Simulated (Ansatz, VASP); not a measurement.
## One calculation of RuS, two programs

File INCAR:

```
ALGO = Normal
EDIFF = 1E-7
ENCUT = 520
GGA = CA
ISIF = 2
ISMEAR = 0
ISPIN = 2
LASPH = True
LCHARG = False
LDAU = True
LDAUJ = 0 0
LDAUL = 2 -1
LDAUPRINT = 1
LDAUTYPE = 2
LDAUU = 4 0
LMAXMIX = 4
LORBIT = 11
LREAL = False
LWAVE = False
MAGMOM = 2.01 2.01 0.05 0.05
NBANDS = 32
NELM = 150
PREC = Accurate
SIGMA = 0.05
```

The input KPOINTS:

```
k-points
0
Gamma
  6 6 6
```

The input POSCAR:

```
RuS
1.0
    0.0000000000      2.7642955000      2.7642955000
    5.5285910000      2.7642955000      2.7642955000
    5.5285910000      5.5285910000      0.0000000000
Ru S
2 2
Direct
    0.0000000000      0.0000000000      0.0000000000
    0.0000000000      0.0000000000      0.5000000000
    0.2500000000      0.2500000000      0.0000000000
    0.2500000000      0.2500000000      0.5000000000
```

Input for Ansatz:

```yaml
crystal:
  lattice:
    - [0.0, 2.7642955, 2.7642955]
    - [5.528591, 2.7642955, 2.7642955]
    - [5.528591, 5.528591, 0.0]
  atoms:
    - { symbol: Ru, position: [0.0, 0.0, 0.0], spin: 4.0 }
    - { symbol: S, position: [0.25, 0.25, 0.0] }
    - { symbol: Ru, position: [0.0, 0.0, 0.5], spin: 4.0 }
    - { symbol: S, position: [0.25, 0.25, 0.5] }
basis:
  ecutwfc: 420
  ecutrho_ratio: 4
kpoints:
  mp_grid: { grid: [6, 6, 6] }
hamiltonian:
  xc: lda
  hubbard:
    sites:
      - { site: 0, l: d, u_eff: 4.0, starting_ns: [{ spin: up, occupation_matrix: s0up }, { spin: down, occupation_matrix: s0down }] }
      - { site: 2, l: d, u_eff: 4.0, starting_ns: [{ spin: up, occupation_matrix: s2up }, { spin: down, occupation_matrix: s2down }] }
    occupation_matrices:
      s0up:
        matrix:
          - [0.97, 0.0, 0.0, 0.0, 0.0]
          - [0.0, 0.97, 0.0, 0.0, 0.0]
          - [0.0, 0.0, 0.97, 0.0, 0.0]
          - [0.0, 0.0, 0.0, 0.97, 0.0]
          - [0.0, 0.0, 0.0, 0.0, 0.97]
      s0down:
        matrix:
          - [0.58125, 0.0, 0.0, 0.4671, 0.0]
          - [0.0, 0.02, 0.0, 0.0, 0.0]
          - [0.0, 0.0, 0.02, 0.0, 0.0]
          - [0.4671, 0.0, 0.0, 0.40875, 0.0]
          - [0.0, 0.0, 0.0, 0.0, 0.02]
      s2up:
        matrix:
          - [0.97, 0.0, 0.0, 0.0, 0.0]
          - [0.0, 0.97, 0.0, 0.0, 0.0]
          - [0.0, 0.0, 0.97, 0.0, 0.0]
          - [0.0, 0.0, 0.0, 0.97, 0.0]
          - [0.0, 0.0, 0.0, 0.0, 0.97]
      s2down:
        matrix:
          - [0.58125, 0.0, 0.0, 0.4671, 0.0]
          - [0.0, 0.02, 0.0, 0.0, 0.0]
          - [0.0, 0.0, 0.02, 0.0, 0.0]
          - [0.4671, 0.0, 0.0, 0.40875, 0.0]
          - [0.0, 0.0, 0.0, 0.0, 0.02]
    ns_hold: { iters: 10 }
scf:
  occupations: { method: gaussian, width: 0.05 }
  lower_state_search: "off"
  max_iter: 150
output:
  forces: true
  stress: true
  eigenvalues: true
  populations: true
  hubbard: { sites: [{ site: 0, l: d }, { site: 2, l: d }] }
  write_density: true
  write_potential: true
  elf: true
  volumetric_format: npy
magnetization:
  spin_polarized: true
```

Alike in both runs: task single point; functional LDA; k mesh 6 × 6 × 6; occupations gaussian, width 0.05 eV; collinear spin; Hubbard terms Ru d U = 4.0 eV.

```csv
,VASP,Ansatz
version,VASP 6.6.1,Ansatz 0.2.0
potentials or method,"VASP PAW LDA potentials, release 64 (Ru_pv, S), cutoff 520 eV","scalar-relativistic, plane waves, PAW"
valence electrons in the cell,40,44
```

VASP gave:

```
gap on the k mesh at the Fermi level (eV)                     : none
pressure (GPa)                                                : -20.5
net moment per atom (μB)                                      : 0.38
size of the moment on the site where the two differ most (μB) : 0.80
```

Problem. Estimate Ansatz's values.

Solution. gap on the k mesh at the Fermi level (eV): none; pressure (GPa): -7.6; net moment per atom (μB): 1.19; size of the moment on the site where the two differ most (μB): 1.82.

The net moments are unlike, so the other rows may belong to different states. LDA's correlation is that of Perdew and Zunger in VASP and of Perdew and Wang (1992) in Ansatz. Site moments also hang on the region over which each program counts them. The programs project onto different local orbitals, so the same U acts differently, and such runs can settle in different states. A gap of «none» marks a metal or a gap that the smearing closes. VASP's potentials hold 40 valence electrons a cell and Ansatz's 44, so a difference there can come from the potentials and not from the codes. Ansatz's warnings: filled band counts differ across k points, specified occupation not kept, symmetry narrowed by occupation matrices.
